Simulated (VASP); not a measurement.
# Mn (I4/mmm) in VASP: single point with r2SCAN

Aim: the single point of Mn with r2SCAN.

Program: VASP 6.6.1. These are calculated values, not measurements. Logs are shortened: lines on timing, memory, paths and dates and some standing lists are left out, and cuts for length are marked.

### 1 The cell of the first run

The typed cell holds 2 atoms: a = 3.191 Å, b = 4.519 Å, c = 5.532 Å, α = 35.23°, β = 54.77°, γ = 45.07°.

This isn't the form of Mn at room conditions, which is a 58-atom cubic cell.

### 2 Single point, r2SCAN, collinear spin, antiferromagnetic start

Contents of POSCAR:

```
Mn
1.0
    0.0000000000      2.2564492569      2.2564492568
    3.1992143353      2.2564492569      2.2564492569
    3.1992143353      4.5128985138     -0.0000000001
Mn
2
Direct
    0.0000000000      0.0000000000      0.0000000000
    0.0000000000      0.0000000000      0.5000000000
```

Contents of INCAR.step1:

```
SYSTEM = Mn
ALGO = Normal
EDIFF = 1E-4
ENCUT = 520
GGA = PE
ISMEAR = 0
ISPIN = 2
LASPH = .TRUE.
LCHARG = .FALSE.
LMAXMIX = 4
LREAL = .FALSE.
LWAVE = .TRUE.
MAGMOM = 4.43 -4.43
NBANDS = 24
NELM = 150
PREC = Accurate
SIGMA = 0.05
```

Contents of INCAR.step2:

```
SYSTEM = Mn
ALGO = Normal
EDIFF = 1E-6
ENCUT = 520
ISIF = 2
ISMEAR = 0
ISPIN = 2
ISTART = 1
LASPH = .TRUE.
LCHARG = .FALSE.
LMAXMIX = 4
LMIXTAU = .TRUE.
LORBIT = 11
LREAL = .FALSE.
LWAVE = .FALSE.
MAGMOM = 4.43 -4.43
METAGGA = R2SCAN
NBANDS = 24
NELM = 150
PREC = Accurate
SIGMA = 0.05
```

Contents of KPOINTS:

```
k-points
0
G
  20 20 10
  0 0 0
```

Potentials or basis: VASP PAW PBE potentials, release 64 (Mn_pv).

Command:

```bash
cat potpaw_PBE.64/Mn_pv/POTCAR > POTCAR
cp INCAR.step1 INCAR
mpirun -np 1 vasp_std > vasp.out
cp INCAR.step2 INCAR
mpirun -np 1 vasp_std > vasp.out
```

OUTCAR:

```text
SYSTEM = Mn
   EDIFF = 1E-6
   ENCUT = 520
   ISIF = 2
   ISMEAR = 0
   ISPIN = 2
   ISTART = 1
   LASPH = .TRUE.
   LORBIT = 11
   LREAL = .FALSE.
   METAGGA = R2SCAN
   NELM = 150
   PREC = Accurate

 ion  position               nearest neighbor table
   1  0.000  0.000  0.000-   2 2.77   2 2.77   2 2.77   2 2.77   2 2.77   2 2.77   2 2.77   2 2.77

   2  0.000  0.000  0.500-   1 2.77   1 2.77   1 2.77   1 2.77   1 2.77   1 2.77   1 2.77   1 2.77

  LATTYP: Found a simple tetragonal cell.
 ALAT       =     3.1911011418
 C/A-ratio  =     1.0025424432

  Lattice vectors:

 A1 = (   0.0000000000,  -2.2564492569,  -2.2564492568)
 A2 = (   0.0000000000,   2.2564492569,  -2.2564492570)
 A3 = (   3.1992143353,  -0.0000000000,   0.0000000001)

Analysis of symmetry for initial positions (statically):
=====================================================================
 Subroutine PRICEL returns following result:

  LATTYP: Found a body centered tetragonal cell.
 ALAT       =     3.1911011420
 C/A-ratio  =     1.0025424432

  Lattice vectors:

 A1 = (  -1.5996071677,   0.0000000000,  -2.2564492569)
 A2 = (  -1.5996071677,   0.0000000000,   2.2564492569)
 A3 = (   1.5996071677,   2.2564492569,  -0.0000000000)

   2 primitive cells build up your supercell.

 Routine SETGRP: Setting up the symmetry group for a
 simple tetragonal supercell.

 Subroutine GETGRP returns: Found 16 space group operations
 (whereof 16 operations were pure point group operations)
 out of a pool of 16 trial point group operations.

The static configuration has the point symmetry D_4h.

Analysis of symmetry for dynamics (positions and initial velocities):
=====================================================================
 Subroutine PRICEL returns following result:

  LATTYP: Found a body centered tetragonal cell.
 ALAT       =     3.1911011420
 C/A-ratio  =     1.0025424432

  Lattice vectors:

 A1 = (  -1.5996071677,   0.0000000000,  -2.2564492569)
 A2 = (  -1.5996071677,   0.0000000000,   2.2564492569)
 A3 = (   1.5996071677,   2.2564492569,  -0.0000000000)

   2 primitive cells build up your supercell.

 Routine SETGRP: Setting up the symmetry group for a
 simple tetragonal supercell.

 Subroutine GETGRP returns: Found 16 space group operations
 (whereof 16 operations were pure point group operations)
 out of a pool of 16 trial point group operations.

The dynamic configuration has the point symmetry D_4h.

Analysis of structural, dynamic, and magnetic symmetry:
=====================================================================
 Subroutine PRICEL returns following result:

  LATTYP: Found a body centered tetragonal cell.
 ALAT       =     3.1911011420
 C/A-ratio  =     1.0025424432

  Lattice vectors:

 A1 = (  -1.5996071677,   0.0000000000,  -2.2564492569)
 A2 = (  -1.5996071677,   0.0000000000,   2.2564492569)
 A3 = (   1.5996071677,   2.2564492569,  -0.0000000000)

   2 primitive cells build up your supercell.

 Routine SETGRP: Setting up the symmetry group for a
 simple tetragonal supercell.

 Subroutine GETGRP returns: Found 16 space group operations
 (whereof 16 operations were pure point group operations)
 out of a pool of 16 trial point group operations.

The overall configuration has the point symmetry D_4h.

 Subroutine INISYM returns: Found 16 space group operations
 (whereof 16 operations are pure point group operations),
 and found     2 'primitive' translations

----------------------------------------------------------------------------------------

                                     Primitive cell

  volume of cell :      16.2890

  direct lattice vectors                    reciprocal lattice vectors
    -1.599607168  0.000000000 -2.256449257    -0.312576744  0.221587079 -0.221587079
    -1.599607168  0.000000000  2.256449257    -0.312576744  0.221587079  0.221587079
     1.599607168  2.256449257 -0.000000000     0.000000000  0.443174158  0.000000000

  length of vectors
     2.765918715  2.765918715  2.765918715     0.442612571  0.442612571  0.443174158

  position of ions in fractional coordinates (direct lattice)
     0.000000000  0.000000000  0.000000000

  ion indices of the primitive-cell ions
   primitive index   ion index
                 1           1

----------------------------------------------------------------------------------------

 KPOINTS: k-points

Automatic generation of k-mesh.
 Grid dimensions read from file:
 generate k-points for:   20   20   10

 Generating k-lattice:

  Cartesian coordinates                     Fractional coordinates (reciprocal lattice)
    -0.015628837  0.011079354  0.011079354     0.050000000  0.000000000  0.000000000
     0.015628837 -0.011079354  0.011079354     0.000000000  0.050000000 -0.000000000
     0.000000000  0.022158708 -0.022158708     0.000000000  0.000000000  0.100000000

  Length of vectors
     0.022130629  0.022130629  0.031337145

  Shift w.r.t. Gamma in fractional coordinates (k-lattice)
     0.000000000  0.000000000  0.000000000

 Subroutine IBZKPT returns following result:
 ===========================================

 Found    366 irreducible k-points:

 Following reciprocal coordinates:
            Coordinates               Weight
  0.000000  0.000000  0.000000      1.000000
  0.050000 -0.000000 -0.000000      8.000000
  0.100000  0.000000  0.000000      8.000000
  0.150000  0.000000 -0.000000      8.000000
  0.200000  0.000000  0.000000      8.000000
  0.250000  0.000000 -0.000000      8.000000
[... 16 lines left out ...]
 -0.400000  0.050000  0.000000     16.000000
 -0.350000  0.050000  0.000000     16.000000
 [... further k-points ...]
   k-points           NKPTS =    366   k-points in BZ     NKDIM =    366   number of bands    NBANDS=     24
   number of dos      NEDOS =    301   number of ions     NIONS =      2
   total plane-waves  NPLWV =  36288
   dimension x,y,z NGX =    24 NGY =   36 NGZ =   42
   dimension x,y,z NGXF=    48 NGYF=   72 NGZF=   84
   ions per type =               2
   NGX,Y,Z   is equivalent  to a cutoff of  12.50, 13.24, 12.62 a.u.
   NGXF,Y,Z  is equivalent  to a cutoff of  25.01, 26.49, 25.24 a.u.
 SYSTEM =  Mn
   PREC   = accura    normal or accurate (medium, high low for compatibility)
   ISTART =      1    job   : 0-new  1-cont  2-samecut
   ICHARG =      0    charge: 1-file 2-atom 10-const
   ISPIN  =      2    spin polarized calculation?
   LNONCOLLINEAR =      F non collinear calculations
   LSORBIT =      F    spin-orbit coupling
   LASPH  =      T    aspherical Exc in radial PAW
   ENCUT  =  520.0 eV  38.22 Ry    6.18 a.u.   5.93  8.40 10.29*2*pi/ulx,y,z
   NELM   =    150;   NELMIN=  2; NELMDL=  0     # of ELM steps
   EDIFF  = 0.1E-05   stopping-criterion for ELM
   LREAL  =      F    real-space projection
   EDIFFG = 0.1E-04   stopping-criterion for IOM
   NSW    =      0    number of steps for IOM
   IBRION =     -1    ionic relax: 0-MD 1-quasi-New 2-CG
   NFREE  =      0    steps in history (QN), initial steepest desc. (CG)
   ISIF   =      2    stress and relaxation
   ISYM   =      2    0-nonsym 1-usesym 2-fastsym
   POTIM  = 0.5000    time-step for ionic-motion
   TEBEG  =    0.0;   TEEND  =   0.0 temperature during run
   PSTRESS=    0.0 pullay stress
   NELECT =      26.0000    total number of electrons
   NUPDOWN=      -1.0000    fix difference up-down
   EMIN   =  10.00;   EMAX   =-10.00  energy-range for DOS
   EFERMI =   0.00;   METHOD = LEGACY
   ISMEAR =     0;   SIGMA  =   0.05  broadening in eV -4-tet -1-fermi 0-gaus
   EFERMI_NEDOS =   21; number of points for ismear=-14 and -15
   IALGO  =     38    algorithm
   IMIX   =      4    mixing-type and parameters
     AMIX     =   0.40;   BMIX     =  1.00
     AMIX_MAG =   1.60;   BMIX_MAG =  1.00
  volume/ion in A,a.u.               =      16.29       109.92
  Fermi-wavevector in a.u.,A,eV,Ry     =   1.518534  2.869613 31.374284  2.305945
  Thomas-Fermi vector in A             =   2.627642
   LORBIT       =     11    0 simple, 1 ext, 2 COOP (PROOUT), +10 PAW based schemes
   METAGGA = R2SCAN    functional components
   LHFCALC =     F    Hartree Fock is set to
   AEXX    =    0.0000 exact exchange contribution
   IVDW    =     0    specifies the selected vdW correction
   LEPSILON=     F    determine dielectric tensor
   LRPA    =     F    only Hartree local field effects (RPA)
 spin polarized calculation
 Gauss-broadening in eV      SIGMA  =   0.05
  energy-cutoff  :      520.00
  volume of cell :       32.58
 maximum number of plane-waves:       912
   NGX = 11   NGY = 17   NGZ = 21

 number of electron      26.0000002 magnetization      -0.0000000

 number of electron      26.0000002 magnetization       0.0000000

 Free energy of the ion-electron system (eV)
  ---------------------------------------------------
  ext. energy  EPLUGINS =         0.00000000
  ---------------------------------------------------
  free energy    TOTEN  =       -29.60535117 eV

  energy without entropy =      -29.60373836  energy(sigma->0) =      -29.60454476

 E-fermi :   6.9811     XC(G=0): -12.6204

 val. band max:        6.9797511037   @ k =  -0.2000   0.1000   0.1000
 cond. band min:       6.9988670867   @ k =   0.3000   0.1000   0.1000
 fundamental gap:      0.0191159830
 Fermi energy:         6.9810621947

 spin component 1

 k-point     1 :       0.0000    0.0000    0.0000
  band No.  band energies     occupation
      1     -45.9811      1.00000
      2     -45.9810      1.00000
      3     -45.9808      1.00000
      4     -40.5330      1.00000
      5     -40.5325      1.00000
      6     -40.5309      1.00000
[... 637 lines left out ...]
     23      21.7643      0.00000
     24      23.0978      0.00000

 [... further k-points ...]

 spin component 2

 k-point     1 :       0.0000    0.0000    0.0000
  band No.  band energies     occupation
      1     -45.9811      1.00000
      2     -45.9810      1.00000
      3     -45.9808      1.00000
      4     -40.5330      1.00000
      5     -40.5325      1.00000
      6     -40.5309      1.00000
[... 637 lines left out ...]
     23      21.7643      0.00000
     24      23.0978      0.00000

 [... further k-points ...]

------------------------ aborting loop because EDIFF is reached ----------------------------------------

  FORCE on cell =-STRESS in cart. coord.  units (eV):
  Direction    XX          YY          ZZ          XY          YZ          ZX
  --------------------------------------------------------------------------------------
  -------------------------------------------------------------------------------------
  Total       -1.1619524     -1.1445804     -1.1445804      0.0000000      0.0000000     -0.0000000
  in kB      -57.1444992    -56.2901531    -56.2901531      0.0000000      0.0000000     -0.0000000
  external PRESSURE =     -56.5749351 kB  Pullay stress =       0.0000000 kB

 VOLUME and BASIS-vectors are now :
 -----------------------------------------------------------------------------
  energy-cutoff  :      520.00
  volume of cell :       32.58
      direct lattice vectors                 reciprocal lattice vectors
     0.000000000  2.256449257  2.256449257    -0.312576744  0.221587079  0.221587079
     3.199214335  2.256449257  2.256449257     0.312576744 -0.221587079  0.221587079
     3.199214335  4.512898514 -0.000000000     0.000000000  0.221587079 -0.221587079

 POSITION                                       TOTAL-FORCE (eV/Angst)
 -----------------------------------------------------------------------------------
      0.00000      0.00000      0.00000         0.000000      0.000000     -0.000000
      1.59961      2.25645     -0.00000        -0.000000      0.000000      0.000000
 -----------------------------------------------------------------------------------
    total drift:                                0.000000      0.000000     -0.000000

  FREE ENERGIE OF THE ION-ELECTRON SYSTEM (eV)
  ---------------------------------------------------
  free  energy   TOTEN  =       -29.6053511715 eV

  energy  without entropy=      -29.6037383572  energy(sigma->0) =      -29.60454476

 total charge

# of ion       s       p       d       tot
------------------------------------------
    1        0.363   6.258   4.819  11.440
    2        0.363   6.258   4.819  11.440
--------------------------------------------------
tot          0.725  12.516   9.639  22.880

 magnetization (x)

# of ion       s       p       d       tot
------------------------------------------
    1        0.080   0.065   3.855   4.000
    2       -0.080  -0.065  -3.855  -4.000
--------------------------------------------------
tot          0.000   0.000   0.000   0.000
```

Run time: 1.6 h. Hardware: 1 thread of Oxide Virtual Turin-like, shared host; peak memory 0.49 GiB.

Results:

| Item | Value |
| --- | --- |
| Free energy | -29.6054 eV |
| Pressure | -5.7 GPa |
| Band gap on the k mesh | zero (filled and empty bands overlap) |
| Net moment | 0.00 μB per cell |
| Site moments | Mn +4.00, -4.00 μB |
| Valence electrons inside the program's atomic spheres | Mn 11.44 |

Levels at points of the mesh, in eV from the Fermi level:
Spin up:
| k point | band 10 | band 11 | band 12 | band 13 | band 14 | band 15 | band 16 | band 17 |
| --- | --- | --- | --- | --- | --- | --- | --- | --- |
| (0.00, 0.00, 0.00) | -3.18 | -3.18 | -3.17 | 0.96 | 0.97 | 2.11 | 2.11 | 2.11 |
| (0.50, 0.00, 0.00) | -3.69 | -2.81 | -1.13 | -0.87 | -0.87 | 1.21 | 1.90 | 1.90 |
| (0.50, 0.50, 0.00) | -3.71 | -2.81 | -1.12 | -0.85 | -0.85 | 1.22 | 1.89 | 1.89 |
| (0.00, 0.00, 0.50) | -3.50 | -3.50 | -3.02 | -1.92 | 0.56 | 0.95 | 0.97 | 1.92 |
| (0.50, 0.00, 0.50) | -2.79 | -2.78 | -1.29 | -1.28 | -1.28 | 2.78 | 2.78 | 6.08 |
| (0.00, 0.50, 0.50) | -3.49 | -3.49 | -3.02 | -1.94 | 0.55 | 0.97 | 0.97 | 1.92 |
Spin down:
```tsv
k point	band 11	band 12	band 13	band 14	band 15	band 16
(0.00, 0.00, 0.00)	-3.18	-3.17	0.96	0.97	2.11	2.11
(0.50, 0.00, 0.00)	-2.81	-1.13	-0.87	-0.87	1.21	1.90
(0.50, 0.50, 0.00)	-2.81	-1.12	-0.85	-0.85	1.22	1.89
(0.00, 0.00, 0.50)	-3.50	-3.02	-1.92	0.56	0.95	0.97
(0.50, 0.00, 0.50)	-2.78	-1.29	-1.28	-1.28	2.78	2.78
(0.00, 0.50, 0.50)	-3.49	-3.02	-1.94	0.55	0.97	0.97
```

Caveat: the cell stands under tension; the antiferromagnetic order is the one typed at the start, and another may lie lower; the PAW data sets were made with another functional, which shifts forces and pressure a little.
